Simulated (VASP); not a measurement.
Here is a VASP 6.6.1 calculation.

INCAR

```
SYSTEM = Mo
PREC = Accurate ; ENCUT = 520
EDIFF = 1E-6 ; ISMEAR = 0
SIGMA = 0.1 ; LREAL = .False.
LASPH = .True. ; NELM = 80
ALGO = Normal ; ISIF = 2
LWAVE = .False. ; LCHARG = .False.
GGA = PS ; NBANDS = 13
```

File KPOINTS:

```
Automatic mesh
0
Gamma
  28 28 28
  0 0 0
```

File POSCAR:

```
Mo
1.0
   -1.5647312348      1.5647312348      1.5647312348
    1.5647312348     -1.5647312348      1.5647312348
    1.5647312348      1.5647312348     -1.5647312348
Mo
1
Direct
    0.0000000000      0.0000000000      0.0000000000
```

Potentials or basis: VASP PAW PBE potentials, release 64 (Mo_sv).

Command:

```console
$ cat potpaw_PBE.64/Mo_sv/POTCAR > POTCAR
$ mpirun -np 1 vasp_std > vasp.out
```

Task: Estimate the pressure.

Result: 0.7 GPa.

Task: What does it give for the band gap on the k mesh?

Result: Zero (band 7 reaches 16.91 eV, above the bottom of band 8 at 11.38 eV).

Caveat: the PAW data sets were made with another functional, which shifts forces and pressure a little.
